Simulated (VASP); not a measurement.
Zr:

```
Zr
1.0
     3.23200    0.00000    0.00000
    -1.61600    2.79899    0.00000
     0.00000    0.00000    5.14700
Zr
2
Direct
  0.66667 0.33333 0.75000
  0.33333 0.66667 0.25000
```

```yaml
Program: VASP 6.6.1
Task: relaxation of cell and atoms
Functional: RPBE
Potentials_or_basis: VASP PAW PBE potentials, release 64 (Zr_sv)
Cutoff: 600 eV
k_mesh: 9 × 9 × 5
Occupations: fermi-dirac, width 0.05 eV
Spin: no spin polarisation
```

At the start: pressure 2.7 GPa; volume 23.28 Å³/atom.

How do energy, volume and symmetry change on relaxing?

Over 4 steps the energy falls by 5.8 meV/atom and the volume is 23.95 Å³/atom (+2.9 %); space group P6_3/mmc (No. 194, to 0.05 Å).

Step by step:
| step | energy change (eV) | largest force (eV/Å) | pressure (GPa) | volume (Å³) |
| --- | --- | --- | --- | --- |
| 1 | 0.0000 | 0.0000 | 2.72 | 46.56 |
| 2 | -0.0007 | 0.0000 | -2.46 | 49.28 |
| 3 | -0.0115 | 0.0000 | -0.02 | 47.92 |
| 4 | -0.0116 | 0.0000 | -0.02 | 47.91 |

Final structure:
```
Zr
1.0
     3.25732    0.00000    0.00000
    -1.62866    2.82092    0.00000
     0.00000    0.00000    5.21360
Zr
2
Direct
  0.66667 0.33333 0.75000
  0.33333 0.66667 0.25000
```

Caveat: the PAW data sets were made with another functional, which shifts forces and pressure a little.
